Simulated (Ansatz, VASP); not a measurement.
## Two plane-wave programs on YRe3

```xyz
4
Lattice="4.0123 0.0000 0.0000 0.0000 4.0123 0.0000 0.0000 0.0000 4.0123" Properties=species:S:1:pos:R:3 pbc="T T T"
Y     0.0000    0.0000    0.0000
Re    0.0000    2.0061    2.0061
Re    2.0061    2.0061    0.0000
Re    2.0061    0.0000    2.0061
```

Alike in both runs: task single point; functional PBEsol; k mesh 8 × 8 × 8; occupations gaussian, width 0.05 eV; no spin polarisation.

```csv
,VASP,Ansatz
version,VASP 6.6.1,Ansatz 0.2.0
potentials or method,"VASP PAW PBE potentials, release 64 (Y_sv, Re), cutoff 520 eV","scalar-relativistic, plane waves, PAW"
valence electrons in the cell,32,56
```

VASP gave:

```
gap on the k mesh at the Fermi level (eV) : none
pressure (GPa)                            : 10.0
```

**Question.** What did Ansatz give for the same quantities?

**Answer.** gap on the k mesh at the Fermi level (eV): none; pressure (GPa): 10.1.

VASP's potentials were made for PBE, not for PBEsol. A gap of «none» marks a metal or a gap that the smearing closes. VASP's potentials hold 32 valence electrons a cell and Ansatz's 56, so a difference there can come from the potentials and not from the codes.

Neither program's run includes spin-orbit coupling.
